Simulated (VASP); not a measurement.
Set up this calculation in VASP 6.6.1, as the native input.

```yaml
Task: single point
Functional: r2SCAN
Potentials_or_basis: VASP PAW PBE potentials, release 64 (Cu, F)
Cutoff: 520 eV
k_mesh: 9 × 9 × 4
Occupations: fermi-dirac, width 0.02 eV
Spin: no spin polarisation
Dipole_correction: no
Further_INCAR_settings: ALGO = Normal; EDIFF = 1e-07; NBANDS = 26
```

The system is CuF.

```
Cu F
1.0
     2.76254    0.00000    0.00000
    -1.38127    2.39243    0.00000
     0.00000    0.00000    6.40198
Cu F
2 2
Direct
  0.00000 0.00000 0.00000
  0.00000 0.00000 0.50000
  0.33333 0.66667 0.25000
  0.66667 0.33333 0.75000
```

The input as run:

POSCAR

```
CuF
1.0
    2.7625362693      0.0000000000      0.0000000000
   -1.3812681347      2.3924265881      0.0000000000
    0.0000000000      0.0000000000      6.4019832778
Cu F
2 2
Direct
    0.0000000000      0.0000000000      0.0000000000
    0.0000000000      0.0000000000      0.5000000000
    0.3333333333      0.6666666667      0.2500000000
    0.6666666667      0.3333333333      0.7500000000
```

INCAR.step1

```
PREC = Accurate
ENCUT = 520
ISMEAR = -1
SIGMA = 0.02
LREAL = F
LASPH = T
NELM = 80
NBANDS = 26
GGA = PE
ALGO = Normal
EDIFF = 1E-4
LWAVE = T
LCHARG = F
```

INCAR.step2

```
PREC = Accurate
ENCUT = 520
EDIFF = 1E-7
ISMEAR = -1
SIGMA = 0.02
LREAL = F
LASPH = T
NELM = 80
ALGO = Normal
ISIF = 2
LWAVE = F
LCHARG = F
METAGGA = R2SCAN
LMIXTAU = T
NBANDS = 26
ISTART = 1
```

KPOINTS

```
regular mesh
0
Gamma
  9 9 4
```

Potentials or basis: VASP PAW PBE potentials, release 64 (Cu, F).

The run is started by

```bash
$ cat potpaw_PBE.64/Cu/POTCAR potpaw_PBE.64/F/POTCAR > POTCAR
$ cp INCAR.step1 INCAR
$ mpirun -np 1 vasp_std > vasp.out
$ cp INCAR.step2 INCAR
$ mpirun -np 1 vasp_std > vasp.out
```

It gave:

| Property | Result |
| --- | --- |
| Pressure | 0.2 GPa |
| Band gap on the k mesh | zero (band 18 reaches 4.59 eV, above the bottom of band 19 at 4.22 eV) |

Caveat: the PAW data sets were made with another functional, which shifts forces and pressure a little; semilocal functionals often make such compounds metallic where correlation or magnetic order opens a gap, which also shifts bond lengths.

It took 2.5 min on 1 thread of Intel Xeon 6975P-C, on a shared host, peak memory 0.19 GiB.
